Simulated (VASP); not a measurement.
Zn, 3 atoms in the cell. It takes space group P6/mmm (No. 191, hexagonal). Conventional cell: a = 3.984 Å, b = 3.984 Å, c = 2.412 Å, α = 90.00°, β = 90.00°, γ = 120.00°. Zn (site symmetry 6/mmm) has 14 Zn at 2.41 to 2.60 Å within 3.2 Å. Zn (site symmetry -6m2) has 11 Zn at 2.30 to 2.60 Å within 3.0 Å. This isn't the form of Zn at room conditions, which is hcp.

* Program: VASP 6.6.1
* Task: single point
* Functional: PBE
* Potentials or basis: VASP PAW PBE potentials, release 64 (Zn)
* Cutoff: 520 eV
* k mesh: 9 × 9 × 13
* Occupations: fermi-dirac, width 0.05 eV
* Spin: no spin polarisation
* Dipole correction: no
* Further INCAR settings: ALGO = Normal; EDIFF = 1e-06; NBANDS = 25

Potentials or basis: VASP PAW PBE potentials, release 64 (Zn).

The run is started by

```console
$ cat potpaw_PBE.64/Zn/POTCAR > POTCAR
$ mpirun -np 1 vasp_std > vasp.out
```

Hardware: 1 thread of Intel Xeon 8259CL (shared host).

Task: How long does it take, and how much memory?

Result: Wall time 70 s on 1 thread of Intel Xeon 8259CL (shared host), peak memory 0.18 GiB. Counts: scf iterations 12, k points 84.
